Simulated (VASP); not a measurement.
Here is a VASP 6.6.1 calculation.

File INCAR:

```
ALGO = Normal
EDIFF = 1E-7
ENCUT = 520
GGA = PE
ISIF = 2
ISMEAR = 0
IVDW = 12
LASPH = True
LCHARG = True
LELF = True
LREAL = False
LVHAR = True
LWAVE = False
NBANDS = 17
NELM = 100
PREC = Accurate
SIGMA = 0.03
```

Contents of KPOINTS:

```
k-points
0
Gamma
  10 10 10
```

POSCAR

```
PbSe
1.0
    0.0000000000      2.9376097702      3.1829001861
    2.9376097702      0.0000000000      3.1829001861
    2.9376097702      2.9376097702      0.0000000000
Pb Se
1 1
Direct
    0.0000000000      0.0000000000      0.0000000000
    0.5000000000      0.5000000000      0.5000000000
```

Potentials or basis: VASP PAW PBE potentials, release 64 (Pb_d, Se).

Command:

```sh
$ cat potpaw_PBE.64/Pb_d/POTCAR potpaw_PBE.64/Se/POTCAR > POTCAR
$ mpirun -np 1 vasp_std > vasp.out
```

Q: Estimate the dispersion energy per atom.

A: -0.385 eV.

Q: What does it give for the pressure?

A: 3.8 GPa.

Stress tensor (GPa, compression positive):
```
 7.41  0.00  0.00
 0.00  7.41  0.00
 0.00  0.00 -3.46
```

Caveat: the cell stands under pressure.
